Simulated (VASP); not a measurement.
Write the native input for VASP 6.6.1 that does the following.

| Property | Result |
| --- | --- |
| Task | electric field gradients |
| Functional | LDA |
| Potentials or basis | VASP PAW LDA potentials, release 64 (Ta_pv, N) |
| Cutoff | 520 eV |
| k mesh | 12 × 12 × 10 |
| Occupations | fermi-dirac, width 0.02 eV |
| Spin | no spin polarisation |
| Dipole correction | no |
| Further INCAR settings | ALGO = Normal; EDIFF = 1e-08; NBANDS = 15 |

The structure of TaN lies in POSCAR:

```
TaN
1.0
    2.9086188698      0.0000000000      0.0000000000
   -1.4543094349      2.5189378312      0.0000000000
    0.0000000000      0.0000000000      2.8830000000
Ta N
1 1
Direct
    0.3333333333      0.6666666667      0.5000000000
    0.0000000000      0.0000000000      0.0000000000
```

This cell differs from its parent crystal: equal xx and yy strain of -1 %.

The input as run:

INCAR

```
SYSTEM = TaN
PREC = Accurate ; ENCUT = 520
EDIFF = 1E-8 ; ISMEAR = -1
SIGMA = 0.02 ; LREAL = .False.
LASPH = .True. ; NELM = 100
ALGO = Normal ; ISIF = 2
LWAVE = .False. ; LCHARG = .False.
GGA = CA ; LEFG = .True.
NBANDS = 15
```

KPOINTS

```
regular mesh
0
Gamma
  12 12 10
  0 0 0
```

Potentials or basis: VASP PAW LDA potentials, release 64 (Ta_pv, N).

Command:

```sh
$ cat potpaw_LDA.64/Ta_pv/POTCAR potpaw_LDA.64/N/POTCAR > POTCAR
$ mpirun -np 1 vasp_std > vasp.out
```

It gave:

```json
{
 "Pressure": "-3.0 GPa",
 "Band gap on the k mesh": "zero (band 8 reaches 8.70 eV, above the bottom of band 9 at 8.19 eV)"
}
```

Caveat: the cell differs from its parent crystal (equal xx and yy strain of -1 %); without QUAD_EFG the Cq values of the log hold for a quadrupole moment of 1 mb, not for the nuclei; spin-orbit coupling is left out, which moves the levels of the heavy elements.

Wall time 34 s on 1 thread of Intel Xeon 6975P-C, with other jobs on the host, peak memory 0.16 GiB.
